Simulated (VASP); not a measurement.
# Na in VASP: further runs

The runs below take Na through single point, with PBEsol.

Everything below comes from runs of VASP 6.6.1. Logs are shortened: lines on timing, memory, paths and dates and some standing lists are left out, and cuts for length are marked.

**1. The cell of the first run**

The typed cell holds 4 atoms: a = 3.700 Å, b = 3.700 Å, c = 12.537 Å, α = 90.00°, β = 90.00°, γ = 120.00°.

**2. Single point, PBEsol (one atom moved)**

File INCAR:

```
PREC = Accurate
ENCUT = 520
EDIFF = 1E-7
ISMEAR = 0
SIGMA = 0.1
LREAL = False
LASPH = True
NELM = 100
ALGO = Normal
ISIF = 2
LWAVE = False
LCHARG = False
GGA = PS
NBANDS = 22
```

File KPOINTS:

```
regular mesh
0
Gamma
  12 12 4
```

File POSCAR:

```
Na
1.0
    3.7003831212      0.0000000000      0.0000000000
   -1.8501915606      3.2046257867      0.0000000000
    0.0000000000      0.0000000000     12.5373215400
Na
4
Direct
    0.0000000000      0.0000000000      0.0000000000
    0.3333333300      0.6666666700      0.2500000000
    0.0000000000      0.0000000000      0.5000000000
    0.6690329334      0.3417087229      0.7528307482
```

Potentials or basis: VASP PAW PBE potentials, release 64 (Na_pv).

Started as:

```sh
$ cat potpaw_PBE.64/Na_pv/POTCAR > POTCAR
$ mpirun -np 1 vasp_std > vasp.out
```

OUTCAR:

```text
PREC = Accurate
   ENCUT = 520
   EDIFF = 1E-7
   ISMEAR = 0
   LREAL = False
   LASPH = True
   NELM = 100
   ISIF = 2
   GGA = PS

 ion  position               nearest neighbor table
   1  0.000  0.000  0.000-
   2  0.333  0.667  0.250-
   3  0.000  0.000  0.500-
   4  0.669  0.342  0.753-

  LATTYP: Found a hexagonal cell.
 ALAT       =     3.7003831212
 C/A-ratio  =     3.3881144545

  Lattice vectors:

 A1 = (   3.7003831212,   0.0000000000,   0.0000000000)
 A2 = (  -1.8501915606,   3.2046257867,   0.0000000000)
 A3 = (   0.0000000000,   0.0000000000,  12.5373215400)

Analysis of symmetry for initial positions (statically):
=====================================================================
 Subroutine PRICEL returns:
 Original cell was already a primitive cell.

 Routine SETGRP: Setting up the symmetry group for a
 hexagonal supercell.

 Subroutine GETGRP returns: Found  1 space group operations
 (whereof  1 operations were pure point group operations)
 out of a pool of 24 trial point group operations.

The static configuration has the point symmetry C_1 .

Analysis of symmetry for dynamics (positions and initial velocities):
=====================================================================
 Subroutine PRICEL returns:
 Original cell was already a primitive cell.

 Routine SETGRP: Setting up the symmetry group for a
 hexagonal supercell.

 Subroutine GETGRP returns: Found  1 space group operations
 (whereof  1 operations were pure point group operations)
 out of a pool of 24 trial point group operations.

The dynamic configuration has the point symmetry C_1 .

 Subroutine INISYM returns: Found  1 space group operations
 (whereof  1 operations are pure point group operations),
 and found     1 'primitive' translations

----------------------------------------------------------------------------------------

                                     Primitive cell

  volume of cell :     148.6719

  direct lattice vectors                    reciprocal lattice vectors
     3.700383121  0.000000000  0.000000000     0.270242288  0.156024458  0.000000000
    -1.850191561  3.204625787  0.000000000     0.000000000  0.312048915  0.000000000
     0.000000000  0.000000000 12.537321540     0.000000000  0.000000000  0.079761853

[... 77 lines left out ...]
 SYSTEM =  unknown system
   PREC   = accura    normal or accurate (medium, high low for compatibility)
   ISTART =      0    job   : 0-new  1-cont  2-samecut
   ICHARG =      2    charge: 1-file 2-atom 10-const
   ISPIN  =      1    spin polarized calculation?
   LNONCOLLINEAR =      F non collinear calculations
   LSORBIT =      F    spin-orbit coupling
   LASPH  =      T    aspherical Exc in radial PAW
   ENCUT  =  520.0 eV  38.22 Ry    6.18 a.u.   6.88  6.88 23.31*2*pi/ulx,y,z
   NELM   =    100;   NELMIN=  2; NELMDL= -5     # of ELM steps
   EDIFF  = 0.1E-06   stopping-criterion for ELM
   LREAL  =      F    real-space projection
   EDIFFG = 0.1E-05   stopping-criterion for IOM
   NSW    =      0    number of steps for IOM
   IBRION =     -1    ionic relax: 0-MD 1-quasi-New 2-CG
   NFREE  =      0    steps in history (QN), initial steepest desc. (CG)
   ISIF   =      2    stress and relaxation
   ISYM   =      2    0-nonsym 1-usesym 2-fastsym
   POTIM  = 0.5000    time-step for ionic-motion
   TEBEG  =    0.0;   TEEND  =   0.0 temperature during run
   PSTRESS=    0.0 pullay stress
   NELECT =      28.0000    total number of electrons
   NUPDOWN=      -1.0000    fix difference up-down
   EMIN   =  10.00;   EMAX   =-10.00  energy-range for DOS
   EFERMI =   0.00;   METHOD = LEGACY
   ISMEAR =     0;   SIGMA  =   0.10  broadening in eV -4-tet -1-fermi 0-gaus
   EFERMI_NEDOS =   21; number of points for ismear=-14 and -15
   IALGO  =     38    algorithm
   IMIX   =      4    mixing-type and parameters
     AMIX     =   0.40;   BMIX     =  1.00
     AMIX_MAG =   1.60;   BMIX_MAG =  1.00
  volume/ion in A,a.u.               =      37.17       250.82
  Fermi-wavevector in a.u.,A,eV,Ry     =   0.938393  1.773305 11.981028  0.880581
  Thomas-Fermi vector in A             =   2.065600
   LORBIT       =      0    0 simple, 1 ext, 2 COOP (PROOUT), +10 PAW based schemes
   GGA     = PS    functional components
   LHFCALC =     F    Hartree Fock is set to
   AEXX    =    0.0000 exact exchange contribution
   IVDW    =     0    specifies the selected vdW correction
   LEPSILON=     F    determine dielectric tensor
   LRPA    =     F    only Hartree local field effects (RPA)
 non-spin polarized calculation
 Gauss-broadening in eV      SIGMA  =   0.10
  energy-cutoff  :      520.00
  volume of cell :      148.67
 maximum number of plane-waves:      4032
   NGX = 13   NGY = 13   NGZ = 47

 number of electron      28.0000025 magnetization

 Free energy of the ion-electron system (eV)
  ---------------------------------------------------
  ext. energy  EPLUGINS =         0.00000000
  ---------------------------------------------------
  free energy    TOTEN  =        -5.60050213 eV

  energy without entropy =       -5.59311902  energy(sigma->0) =       -5.59681058

 E-fermi :   0.2900     XC(G=0):  -6.4937

 val. band max:        0.2650652427   @ k =   0.1667  -0.0833   0.2500
 cond. band min:       0.3138653447   @ k =   0.2500   0.2500   0.2500
 fundamental gap:      0.0488001021
 Fermi energy:         0.2900486917

 k-point     1 :       0.0000    0.0000    0.0000
  band No.  band energies     occupation
      1     -24.5185      2.00000
      2     -24.5027      2.00000
      3     -24.5016      2.00000
      4     -24.4950      2.00000
      5     -24.4948      2.00000
      6     -24.4891      2.00000
[... 589 lines left out ...]
     21       6.8045      0.00000
     22       6.9372      0.00000

 [... further k-points ...]
[... 5 lines left out ...]
  --------------------------------------------------------------------------------------
  -------------------------------------------------------------------------------------
  Total        0.0224609      0.0383179     -0.5207518      0.0022035      0.0005650     -0.0001059
  in kB        0.2420516      0.4129372     -5.6119344      0.0237459      0.0060889     -0.0011417
  external PRESSURE =      -1.6523152 kB  Pullay stress =       0.0000000 kB

 VOLUME and BASIS-vectors are now :
 -----------------------------------------------------------------------------
  energy-cutoff  :      520.00
  volume of cell :      148.67
      direct lattice vectors                 reciprocal lattice vectors
     3.700383121  0.000000000  0.000000000     0.270242288  0.156024458  0.000000000
    -1.850191561  3.204625787  0.000000000     0.000000000  0.312048915  0.000000000
     0.000000000  0.000000000 12.537321540     0.000000000  0.000000000  0.079761853

 POSITION                                       TOTAL-FORCE (eV/Angst)
 -----------------------------------------------------------------------------------
      0.00000      0.00000      0.00000        -0.000274      0.001640      0.012017
     -0.00000      2.13642      3.13433         0.000107      0.000052     -0.000149
      0.00000      0.00000      6.26866        -0.000225      0.001434      0.011115
      1.84345      1.09505      9.43848         0.000392     -0.003126     -0.022983
 -----------------------------------------------------------------------------------
    total drift:                               -0.000379     -0.000255      0.000151

  FREE ENERGIE OF THE ION-ELECTRON SYSTEM (eV)
  ---------------------------------------------------
  free  energy   TOTEN  =        -5.6005021315 eV

  energy  without entropy=       -5.5931190234  energy(sigma->0) =       -5.59681058
```

OSZICAR:

```text
N       E                     dE             d eps       ncg     rms          rms(c)
DAV:   1     0.233234378003E+03    0.23323E+03   -0.14819E+04 13526   0.122E+03
DAV:   2     0.702978634415E+01   -0.22620E+03   -0.22186E+03 12992   0.352E+02
DAV:   3    -0.538183169000E+01   -0.12412E+02   -0.12300E+02 15800   0.106E+02
DAV:   4    -0.560408500135E+01   -0.22225E+00   -0.22216E+00 14102   0.142E+01
DAV:   5    -0.560939697023E+01   -0.53120E-02   -0.53119E-02 15472   0.239E+00    0.467E-01
DAV:   6    -0.560274278479E+01    0.66542E-02   -0.11021E-02 15400   0.140E+00    0.284E-01
DAV:   7    -0.560066312021E+01    0.20797E-02   -0.82869E-03 15080   0.106E+00    0.100E-01
DAV:   8    -0.560049947541E+01    0.16364E-03   -0.55325E-04 14840   0.377E-01    0.115E-02
DAV:   9    -0.560050111534E+01   -0.16399E-05   -0.21027E-05 15428   0.702E-02    0.303E-03
DAV:  10    -0.560050179742E+01   -0.68208E-06   -0.84317E-07 14790   0.957E-03    0.144E-03
DAV:  11    -0.560050214937E+01   -0.35195E-06   -0.72938E-08 10538   0.537E-03    0.198E-04
DAV:  12    -0.560050213145E+01    0.17919E-07   -0.14484E-08  7534   0.233E-03
   1 F= -.56005021E+01 E0= -.55968106E+01  d E =-.738311E-02
```

stdout:

```text
POSCAR found type information on POSCAR Na
 POSCAR found :  1 types and       4 ions
 scaLAPACK will be used
 -----------------------------------------------------------------------------
|                                                                             |
|                                                                             |
|     You enforced a specific xc type in the INCAR file but a different       |
|     I HOPE YOU KNOW WHAT YOU ARE DOING!                                     |
|                                                                             |
 -----------------------------------------------------------------------------

 LDA part: xc-table for (Slater+PW92), standard interpolation
 POSCAR, INCAR and KPOINTS ok, starting setup
 FFT: planning ... GRIDC
 FFT: planning ... GRID_SOFT
 FFT: planning ... GRID
 WAVECAR not read
 entering main loop
```

Run time: 12 min. Hardware: 1 thread of AMD EPYC 7R13 (Zen 3), shared host; peak memory 0.69 GiB.

What came out:

* Free energy: -5.6005 eV
* Pressure: -0.2 GPa
* Largest force: 0.023 eV/Å
* Band gap on the k mesh: zero (band 14 reaches 1.88 eV, above the bottom of band 15 at -1.98 eV)

Forces in eV/Å, atoms in the order of the input:
```
Na   0.000  0.002  0.012
Na   0.000  0.000  0.000
Na   0.000  0.001  0.011
Na   0.000 -0.003 -0.023
```

Caveat: the cell differs from its parent crystal (one atom moved); the PAW data sets were made with another functional, which shifts forces and pressure a little.

**3. Single point, PBEsol (strained)**

File INCAR:

```
SYSTEM = Na
ALGO     = Normal         ! electronic algorithm
EDIFF    = 1E-6           ! SCF threshold, eV
ENCUT    = 520            ! plane-wave cutoff, eV
GGA      = PS             ! functional
ISIF     = 2              ! what is computed and relaxed
ISMEAR   = 0              ! smearing method
LASPH    = .TRUE.         ! aspherical terms in the spheres
LCHARG   = .TRUE.         ! write CHGCAR
LELF     = .TRUE.         ! ELF
LREAL    = .FALSE.        ! projectors in reciprocal space
LVHAR    = .TRUE.       
LWAVE    = .FALSE.        ! write WAVECAR
NBANDS   = 22             ! bands
NELM     = 100            ! most SCF steps
PREC     = Accurate       ! precision mode
SIGMA    = 0.1            ! smearing width, eV
```

File KPOINTS:

```
k-points
0
G
  15 15 4
  0 0 0
```

File POSCAR:

```
Na
1.0
    3.6723712210      0.0000000000      0.0000000000
   -1.8361856105      3.1803667695      0.0000000000
    0.0000000000      0.0000000000     11.3140550773
Na
4
Direct
    0.0000000000      0.0000000000      0.0000000000
    0.3333333300      0.6666666700      0.2500000000
    0.0000000000      0.0000000000      0.5000000000
    0.6666666700      0.3333333300      0.7500000000
```

Potentials or basis: VASP PAW PBE potentials, release 64 (Na_pv).

Started as:

```sh
$ cat potpaw_PBE.64/Na_pv/POTCAR > POTCAR
$ mpirun -np 1 vasp_std > vasp.out
```

Run time: 2 min. Hardware: 1 thread of AMD EPYC 7R13 (Zen 3), shared host; peak memory 0.29 GiB.

It converged, with:

- Free energy: -5.5558 eV
- Pressure: 0.9 GPa
- Band gap on the k mesh: zero (band 14 reaches 2.07 eV, above the bottom of band 15 at -1.67 eV)

Stress tensor (GPa, compression positive):
```
0.73 0.00 0.00
0.00 0.73 0.00
0.00 0.00 1.29
```

Levels at points of the mesh, in eV from the Fermi level:
| k point | band 10 | band 11 | band 12 | band 13 | band 14 | band 15 | band 16 | band 17 | band 18 | band 19 |
| --- | --- | --- | --- | --- | --- | --- | --- | --- | --- | --- |
| (0.00, 0.00, 0.00) | -24.71 | -24.71 | -24.71 | -3.54 | -2.33 | -2.33 | 0.85 | 1.44 | 6.60 | 6.61 |
| (0.00, 0.00, 0.50) | -24.71 | -24.71 | -24.71 | -3.24 | -3.24 | -0.87 | -0.87 | 3.66 | 3.66 | 9.85 |

Caveat: the cell differs from its parent crystal (strained); the PAW data sets were made with another functional, which shifts forces and pressure a little.
